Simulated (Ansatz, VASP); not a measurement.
# ZrB6: VASP beside Ansatz

```
CELL_PARAMETERS angstrom
5.51852 0.00000 0.00000
-2.75926 4.77918 0.00000
0.00000 0.00000 3.14145
ATOMIC_POSITIONS crystal
Zr 0.00000 0.00000 0.00000
B 0.22902 0.45803 0.00000
B 0.54197 0.77098 0.00000
B 0.22902 0.77098 0.00000
B 0.77098 0.54197 0.00000
B 0.45803 0.22902 0.00000
B 0.77098 0.22902 0.00000
```

Alike in both runs: task relaxation of cell and atoms; functional PBE; k mesh 6 × 6 × 6; occupations gaussian, width 0.1 eV; no spin polarisation.

|  | VASP | Ansatz |
| --- | --- | --- |
| version | VASP 6.6.1 | Ansatz 0.2.0 |
| potentials or method | VASP PAW PBE potentials, release 64 (Zr_sv, B), cutoff 500 eV | scalar-relativistic, plane waves, PAW |
| valence electrons in the cell | 30 | 30 |

|  | VASP | Ansatz | Ansatz less VASP |
| --- | --- | --- | --- |
| gap on the k mesh at the Fermi level, each at its own relaxed structure (eV) | none | none | - |
| relaxed volume (Å³/atom) | 11.84 | 11.84 | 0.000 |
| relaxed cell length with the largest relative difference (Å) | 3.141 | 3.141 | 0.0000 |

A gap of «none» marks a metal or a gap that the smearing closes.

Noted on VASP's run: the relaxation stopped at its first step, so nothing moved.
